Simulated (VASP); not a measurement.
Runs of VASP 6.6.1 on BN. The structure is that of space group Fmm2 (No. 42), or close to it. The cells are those of the table. 

| cell | gap on the mesh (eV) | pressure (GPa) | largest force (eV/Å) |
| --- | --- | --- | --- |
| a = 3.857, b = 2.505, c = 3.427 Å, angles 79.4, 39.7, 60.9°, 2 atoms | 3.36 | (a) | 0.01 |
| a = 4.066, b = 2.505, c = 3.661 Å, angles 80.1, 37.4, 62.5°, 2 atoms | 3.78 | -0.1 | - |
| a = 4.109, b = 2.505, c = 3.708 Å, angles 80.3, 36.9, 62.8°, 2 atoms | 3.84 | -0.2 | - |
| a = 3.815, b = 2.505, c = 3.380 Å, angles 79.3, 40.2, 60.5°, 2 atoms | 3.25 | 0.8 | 0.01 |
| a = 4.130, b = 2.505, c = 3.732 Å, angles 80.3, 36.7, 63.0°, 2 atoms | 3.86 | -0.2 | 0.01 |
| a = 3.898, b = 2.505, c = 3.473 Å, angles 79.6, 39.2, 61.2°, 2 atoms | 3.47 | (b) | - |
| a = 4.151, b = 2.505, c = 3.755 Å, angles 80.4, 36.5, 63.1°, 2 atoms | 3.89 | -0.2 | 0.01 |

Alike in all rows: task single point; level PBE+D3(BJ); potentials or basis VASP PAW PBE potentials, release 64 (B, N); no spin polarisation; k mesh 12 × 12 × 12; cutoff (eV) 520; smearing gaussian 0.05 eV.

Question: Fill in the values left out.

Answer: (a) 0.5; (b) 0.3.

A k mesh can miss the band edges.
